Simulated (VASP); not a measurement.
# NbMo7S16 in VASP: further runs

The runs below take NbMo7S16 through single point, with PBEsol.

Program: VASP 6.6.1. These are calculated values, not measurements. Logs are shortened: lines on timing, memory, paths and dates and some standing lists are left out, and cuts for length are marked.

### 1 The cell of the first run

The typed cell holds 24 atoms: a = 6.338 Å, b = 6.338 Å, c = 12.324 Å, α = 90.00°, β = 90.00°, γ = 120.00°.

### 2 Single point, PBEsol, collinear spin

Input file INCAR:

```
  ALGO = Normal
  EDIFF = 1E-6
  ENCUT = 520
  GGA = PS
  ISIF = 2
  ISMEAR = 0
  ISPIN = 2
  LASPH = T
  LCHARG = T
  LELF = T
  LMAXMIX = 4
  LORBIT = 11
  LREAL = Auto
  LUSENCCL = F
  LVHAR = T
  LWAVE = F
  MAGMOM = 1 0 0 0 0 0 0 0 0 0 0 0 0 0 0 0 0 0 0 0 0 0 0 0
  NBANDS = 126
  NELM = 150
  PREC = Accurate
  SIGMA = 0.05
```

Input file KPOINTS:

```
k-points
0
Gamma
  3 3 2
```

Input file POSCAR:

```
NbMo7S16
1.0
    6.3379961000      0.0000000000      0.0000000000
   -3.1689980000      5.4888656000      0.0000000000
    0.0000000000      0.0000000000     12.3240000000
Nb Mo S
1 7 16
Direct
    0.1665692746      0.3326280233      0.2500082311
    0.1677609785      0.8332240000      0.2500088947
    0.6659727774      0.3314379418      0.2500099635
    0.6659752872      0.8332218572      0.2500096513
    0.3337309504      0.1661954311      0.7499741548
    0.3337233702      0.6662631292      0.7499739098
    0.8336550174      0.1661918978      0.7499737832
    0.8337061637      0.6662166089      0.7499735588
    0.1670369216      0.3328823351      0.6243816613
    0.1670811604      0.8329077539      0.6243734596
    0.6670209431      0.3328438723      0.6243725833
    0.6670133908      0.8329004714      0.6243738882
    0.3358608353      0.1633359557      0.1226984505
    0.3358615018      0.6712096595      0.1226995369
    0.8279856904      0.1633359137      0.1227001261
    0.8332363548      0.6659635908      0.1250931696
    0.1670368660      0.3328826876      0.8755662185
    0.1670818024      0.8329080978      0.8755748550
    0.6670212659      0.3328440845      0.8755752231
    0.6670134301      0.8329007932      0.8755730151
    0.3358589651      0.1633356338      0.3773193429
    0.3358598864      0.6712077572      0.3773180934
    0.8279869443      0.1633363642      0.3773186148
    0.8332360193      0.6659631401      0.3749249928
```

Potentials or basis: VASP PAW PBE potentials, release 64 (Nb_sv, Mo_sv, S).

Run with:

```bash
$ cat potpaw_PBE.64/Nb_sv/POTCAR potpaw_PBE.64/Mo_sv/POTCAR potpaw_PBE.64/S/POTCAR > POTCAR
$ mpirun -np 1 vasp_std > vasp.out
```

OUTCAR:

```text
EDIFF = 1E-6
   ENCUT = 520
   GGA = PS
   ISIF = 2
   ISMEAR = 0
   ISPIN = 2
   LASPH = T
   LORBIT = 11
   LREAL = Auto
   NELM = 150
   PREC = Accurate

 ion  position               nearest neighbor table
   1  0.167  0.333  0.250-  14 2.43  22 2.43  15 2.43  23 2.43  13 2.43  21 2.43   3 3.17   2 3.17
                             4 3.17   4 3.17   2 3.17   3 3.17
   2  0.168  0.833  0.250-  16 2.40  24 2.40  21 2.40  13 2.40  22 2.40  14 2.40   3 3.16   4 3.16
                             1 3.17   1 3.17   4 3.18   3 3.18
   3  0.666  0.331  0.250-  24 2.40  16 2.40  21 2.40  23 2.40  15 2.40  13 2.40   2 3.16   4 3.16
                             1 3.17   1 3.17   4 3.18   2 3.18
   4  0.666  0.833  0.250-  24 2.40  16 2.40  22 2.40  23 2.40  15 2.40  14 2.40   2 3.16   3 3.16
                             1 3.17   1 3.17   3 3.18   2 3.18
   5  0.334  0.166  0.750-  18 2.40  10 2.40  19 2.40  11 2.40  17 2.40   9 2.40   7 3.17   6 3.17
                             8 3.17   8 3.17   6 3.17   7 3.17
   6  0.334  0.666  0.750-  10 2.40  18 2.40  20 2.40  12 2.40  17 2.40   9 2.40   5 3.17   7 3.17
                             8 3.17   8 3.17   7 3.17   5 3.17
   7  0.834  0.166  0.750-  11 2.40  19 2.40  20 2.40  12 2.40   9 2.40  17 2.40   5 3.17   6 3.17
                             8 3.17   8 3.17   6 3.17   5 3.17
   8  0.834  0.666  0.750-  11 2.40  10 2.40  19 2.40  20 2.40  12 2.40  18 2.40   6 3.17   5 3.17
                             7 3.17   7 3.17   5 3.17   6 3.17
   9  0.167  0.333  0.624-   6 2.40   5 2.40   7 2.40
  10  0.167  0.833  0.624-   6 2.40   5 2.40   8 2.40
  11  0.667  0.333  0.624-   7 2.40   5 2.40   8 2.40
  12  0.667  0.833  0.624-   6 2.40   7 2.40   8 2.40
  13  0.336  0.163  0.123-   2 2.40   3 2.40   1 2.43
  14  0.336  0.671  0.123-   2 2.40   4 2.40   1 2.43
[... 8 lines left out ...]
  23  0.828  0.163  0.377-   4 2.40   3 2.40   1 2.43
  24  0.833  0.666  0.375-   4 2.40   3 2.40   2 2.40

  LATTYP: Found a hexagonal cell.
 ALAT       =     6.3379961000
 C/A-ratio  =     1.9444631719

  Lattice vectors:

 A1 = (   6.3379961000,   0.0000000000,   0.0000000000)
 A2 = (  -3.1689980000,   5.4888656000,   0.0000000000)
 A3 = (   0.0000000000,   0.0000000000,  12.3240000000)

Analysis of symmetry for initial positions (statically):
=====================================================================
 Subroutine PRICEL returns:
 Original cell was already a primitive cell.

 Routine SETGRP: Setting up the symmetry group for a
 hexagonal supercell.

 Subroutine GETGRP returns: Found  1 space group operations
 (whereof  1 operations were pure point group operations)
 out of a pool of 24 trial point group operations.

The static configuration has the point symmetry C_1 .

Analysis of symmetry for dynamics (positions and initial velocities):
=====================================================================
 Subroutine PRICEL returns:
 Original cell was already a primitive cell.

 Routine SETGRP: Setting up the symmetry group for a
 hexagonal supercell.

 Subroutine GETGRP returns: Found  1 space group operations
 (whereof  1 operations were pure point group operations)
 out of a pool of 24 trial point group operations.

The dynamic configuration has the point symmetry C_1 .

Analysis of structural, dynamic, and magnetic symmetry:
=====================================================================
 Subroutine PRICEL returns:
 Original cell was already a primitive cell.

 Routine SETGRP: Setting up the symmetry group for a
 hexagonal supercell.

 Subroutine GETGRP returns: Found  1 space group operations
 (whereof  1 operations were pure point group operations)
 out of a pool of 24 trial point group operations.

The overall configuration has the point symmetry C_1 .

 Subroutine INISYM returns: Found  1 space group operations
 (whereof  1 operations are pure point group operations),
 and found     1 'primitive' translations

----------------------------------------------------------------------------------------

                                     Primitive cell

  volume of cell :     428.7323

  direct lattice vectors                    reciprocal lattice vectors
     6.337996100  0.000000000  0.000000000     0.157778576  0.091093502 -0.000000000
    -3.168998000  5.488865600  0.000000000     0.000000000  0.182187008  0.000000000
     0.000000000  0.000000000 12.324000000     0.000000000 -0.000000000  0.081142486

  length of vectors
[... 97 lines left out ...]
   dimension x,y,z NGXF=    96 NGYF=   96 NGZF=  192
   ions per type =               1   7  16
   NGX,Y,Z   is equivalent  to a cutoff of  12.59, 12.59, 12.95 a.u.
   NGXF,Y,Z  is equivalent  to a cutoff of  25.18, 25.18, 25.90 a.u.
 SYSTEM =  unknown system
   PREC   = accura    normal or accurate (medium, high low for compatibility)
   ISTART =      0    job   : 0-new  1-cont  2-samecut
   ICHARG =      2    charge: 1-file 2-atom 10-const
   ISPIN  =      2    spin polarized calculation?
   LNONCOLLINEAR =      F non collinear calculations
   LSORBIT =      F    spin-orbit coupling
   LASPH  =      T    aspherical Exc in radial PAW
   ENCUT  =  520.0 eV  38.22 Ry    6.18 a.u.  11.78 11.78 22.91*2*pi/ulx,y,z
   NELM   =    150;   NELMIN=  2; NELMDL= -5     # of ELM steps
   EDIFF  = 0.1E-05   stopping-criterion for ELM
   LREAL  =      T    real-space projection
   EDIFFG = 0.1E-04   stopping-criterion for IOM
   NSW    =      0    number of steps for IOM
[... 5 lines left out ...]
   TEBEG  =    0.0;   TEEND  =   0.0 temperature during run
   PSTRESS=    0.0 pullay stress
   NELECT =     207.0000    total number of electrons
   NUPDOWN=      -1.0000    fix difference up-down
   EMIN   =  10.00;   EMAX   =-10.00  energy-range for DOS
   EFERMI =   0.00;   METHOD = LEGACY
   ISMEAR =     0;   SIGMA  =   0.05  broadening in eV -4-tet -1-fermi 0-gaus
   EFERMI_NEDOS =   21; number of points for ismear=-14 and -15
   IALGO  =     38    algorithm
   IMIX   =      4    mixing-type and parameters
     AMIX     =   0.40;   BMIX     =  1.00
     AMIX_MAG =   1.60;   BMIX_MAG =  1.00
  volume/ion in A,a.u.               =      17.86       120.55
  Fermi-wavevector in a.u.,A,eV,Ry     =   1.284309  2.426992 22.442125  1.649450
  Thomas-Fermi vector in A             =   2.416510
   LORBIT       =     11    0 simple, 1 ext, 2 COOP (PROOUT), +10 PAW based schemes
   GGA     = PS    functional components
   LHFCALC =     F    Hartree Fock is set to
   AEXX    =    0.0000 exact exchange contribution
   IVDW    =     0    specifies the selected vdW correction
   LEPSILON=     F    determine dielectric tensor
   LRPA    =     F    only Hartree local field effects (RPA)
 spin polarized calculation
 Gauss-broadening in eV      SIGMA  =   0.05
  energy-cutoff  :      520.00
  volume of cell :      428.73
 maximum number of plane-waves:     11595
   NGX = 23   NGY = 23   NGZ = 45

 number of electron     206.9999990 magnetization       0.0044597

 Free energy of the ion-electron system (eV)
  ---------------------------------------------------
  ext. energy  EPLUGINS =         0.00000000
  ---------------------------------------------------
  free energy    TOTEN  =      -187.16380048 eV

  energy without entropy =     -187.15378319  energy(sigma->0) =     -187.15879184

 E-fermi :   6.9359     XC(G=0): -10.9782

 val. band max:        6.9179467059   @ k =   0.3333   0.0000   0.5000
 cond. band min:       7.0299230516   @ k =   0.3333   0.3333   0.5000
 fundamental gap:      0.1119763457
 Fermi energy:         6.9359012604

 spin component 1

 k-point     1 :       0.0000    0.0000    0.0000
  band No.  band energies     occupation
      1     -54.1340      1.00000
      2     -54.0938      1.00000
      3     -54.0937      1.00000
      4     -54.0931      1.00000
      5     -53.8250      1.00000
      6     -53.7945      1.00000
[... 1169 lines left out ...]
    114       9.1568      0.00000
    115       9.1944      0.00000
 Fermi energy:         6.9359012604

 spin component 2

 k-point     1 :       0.0000    0.0000    0.0000
  band No.  band energies     occupation
      1     -54.1340      1.00000
      2     -54.0938      1.00000
      3     -54.0938      1.00000
      4     -54.0931      1.00000
      5     -53.8248      1.00000
      6     -53.7942      1.00000
[... 1169 lines left out ...]
    114       9.1568      0.00000
    115       9.1944      0.00000
 [bands above 115 left out]

------------------------ aborting loop because EDIFF is reached ----------------------------------------

  FORCE on cell =-STRESS in cart. coord.  units (eV):
  Direction    XX          YY          ZZ          XY          YZ          ZX
  --------------------------------------------------------------------------------------
  -------------------------------------------------------------------------------------
  Total       -1.1745866     -1.1720224     -0.6778468      0.0009925     -0.0006009      0.0010165
  in kB       -4.3894425     -4.3798600     -2.5331208      0.0037090     -0.0022456      0.0037987
  external PRESSURE =      -3.7674744 kB  Pullay stress =       0.0000000 kB

 VOLUME and BASIS-vectors are now :
 -----------------------------------------------------------------------------
  energy-cutoff  :      520.00
  volume of cell :      428.73
      direct lattice vectors                 reciprocal lattice vectors
     6.337996100  0.000000000  0.000000000     0.157778576  0.091093502 -0.000000000
    -3.168998000  5.488865600  0.000000000     0.000000000  0.182187008  0.000000000
     0.000000000  0.000000000 12.324000000     0.000000000 -0.000000000  0.081142486

 POSITION                                       TOTAL-FORCE (eV/Angst)
 -----------------------------------------------------------------------------------
      0.00162      1.82575      3.08110         0.000299     -0.000914      0.000356
     -1.57722      4.57345      3.08111         0.007171      0.004521      0.000210
      3.17061      1.81922      3.08112        -0.000118     -0.007972     -0.000023
      1.58047      4.57344      3.08112        -0.007649      0.004904      0.000091
      1.58851      0.91222      9.24268        -0.000884      0.000489      0.000134
      0.00375      3.65703      9.24268         0.000030     -0.000357      0.000161
[... 16 lines left out ...]
      4.73017      0.89653      4.65007         0.023663      0.014843     -0.027725
      3.17061      3.65538      4.62058         0.000298     -0.000391      0.002718
 -----------------------------------------------------------------------------------
    total drift:                                0.008934     -0.012418     -0.004150

  FREE ENERGIE OF THE ION-ELECTRON SYSTEM (eV)
  ---------------------------------------------------
  free  energy   TOTEN  =      -187.1638004837 eV

  energy  without entropy=     -187.1537831907  energy(sigma->0) =     -187.15879184

 total charge

# of ion       s       p       d       tot
------------------------------------------
    1        2.171   6.060   2.468  10.699
    2        2.298   6.229   3.971  12.498
    3        2.298   6.229   3.971  12.498
    4        2.298   6.229   3.971  12.498
    5        2.297   6.225   3.975  12.498
    6        2.297   6.225   3.975  12.498
[... 16 lines left out ...]
   23        1.355   2.339   0.000   3.694
   24        1.356   2.323   0.000   3.679
--------------------------------------------------
tot         39.965  86.876  30.281 157.123

 magnetization (x)

# of ion       s       p       d       tot
------------------------------------------
    1        0.000   0.000   0.000   0.000
    2        0.000   0.000   0.000   0.000
    3        0.000   0.000   0.000   0.000
    4        0.000   0.000   0.000   0.000
    5       -0.000  -0.000  -0.000  -0.000
    6       -0.000  -0.000  -0.000  -0.000
[... 16 lines left out ...]
   23        0.000   0.000   0.000   0.000
   24        0.000   0.000   0.000   0.000
--------------------------------------------------
tot          0.000   0.000   0.001   0.001
```

Run time: 3.3 min. Hardware: 1 × NVIDIA H100 80GB with 1 thread of AMD EPYC 7R13 (Zen 3), shared host; peak memory 2 GiB.

What came out:

```
Free energy                                           : -187.1638 eV
Pressure                                              : -0.4 GPa
Largest force                                         : 0.041 eV/Å
Net moment                                            : 0.00 μB per cell
Valence electrons inside the program's atomic spheres : Nb 10.70; Mo 12.50; S 3.68, 3.69 (each value once)
```

Forces in eV/Å, atoms in the order of the input:
```
Nb   0.000 -0.001  0.000
Mo   0.007  0.005  0.000
Mo   0.000 -0.008  0.000
Mo  -0.008  0.005  0.000
Mo  -0.001  0.000  0.000
Mo   0.000  0.000  0.000
Mo   0.000  0.000  0.000
Mo   0.000  0.000  0.000
S    0.001  0.000 -0.001
S    0.001  0.000 -0.001
S    0.001 -0.001 -0.001
S    0.001  0.000 -0.001
S   -0.025  0.015  0.028
S   -0.001 -0.028  0.028
S    0.024  0.015  0.028
S    0.000  0.000 -0.003
S    0.000 -0.001  0.001
S    0.001 -0.001  0.001
S    0.000 -0.001  0.001
S    0.000 -0.001  0.001
S   -0.025  0.015 -0.028
S   -0.001 -0.028 -0.028
S    0.024  0.015 -0.028
S    0.000  0.000  0.003
```

Caveat: the k points lie up to 0.38 Å⁻¹ apart; the PAW data sets were made with another functional, which shifts forces and pressure a little.

### 3 Single point, PBEsol, collinear spin

Input file INCAR:

```
SYSTEM = NbMo7S16
PREC = Accurate
ENCUT = 520
EDIFF = 1E-6
ISMEAR = 0
SIGMA = 0.05
LREAL = Auto
LASPH = .True.
NELM = 150
ALGO = Normal
ISIF = 2
LWAVE = .False.
LCHARG = .False.
ISPIN = 2
MAGMOM = 0.9 0 0 0 0 0 0 0 0 0 0 0 0 0 0 0 0 0 0 0 0 0 0 0
LORBIT = 11
NUPDOWN = 0.9
LMAXMIX = 4
GGA = PS
NBANDS = 126
LUSENCCL = .False.
```

Input file KPOINTS:

```
Automatic mesh
0
Gamma
  3 3 2
  0 0 0
```

POSCAR is that of step 2.

Potentials or basis: VASP PAW PBE potentials, release 64 (Nb_sv, Mo_sv, S).

Run with:

```bash
$ cat potpaw_PBE.64/Nb_sv/POTCAR potpaw_PBE.64/Mo_sv/POTCAR potpaw_PBE.64/S/POTCAR > POTCAR
$ mpirun -np 1 vasp_std > vasp.out
```

Run time: 2.9 min. Hardware: 1 × NVIDIA H100 80GB with 1 thread of AMD EPYC 7R13 (Zen 3), shared host; peak memory 1.9 GiB.

It converged, with:

```yaml
Free_energy: -187.0977 eV
Pressure: -0.4 GPa
Largest_force: 0.104 eV/Å
Net_moment: 0.90 μB per cell
Site_moments: Nb +0.11; Mo +0.14, +0.01, +0.02 (each value once); S +0.00, +0.01 (each value once) μB
Valence_electrons_inside_the_program's_atomic_spheres: Nb 10.70; Mo 12.50; S 3.68, 3.69 (each value once)
```

Forces on the atoms (eV/Å):
```
Nb   0.000 -0.001  0.000
Mo   0.046  0.027  0.000
Mo   0.000 -0.053  0.000
Mo  -0.047  0.027  0.000
Mo  -0.002  0.001  0.000
Mo   0.000 -0.002  0.000
Mo   0.002  0.001  0.000
Mo   0.000  0.000  0.000
S    0.001  0.000 -0.007
S    0.003  0.001 -0.008
S    0.001 -0.003 -0.008
S   -0.001  0.001 -0.008
S   -0.017  0.010  0.102
S   -0.001 -0.018  0.102
S    0.016  0.010  0.102
S    0.000  0.000  0.061
S    0.001 -0.001  0.006
S    0.002  0.000  0.008
S    0.000 -0.003  0.007
S   -0.001  0.000  0.008
S   -0.017  0.010 -0.102
S   -0.001 -0.018 -0.102
S    0.016  0.010 -0.102
S    0.000  0.000 -0.060
```

Caveat: the k points lie up to 0.38 Å⁻¹ apart; the PAW data sets were made with another functional, which shifts forces and pressure a little; the total moment is fixed, so each spin has its own Fermi level and the state may be an excited one.
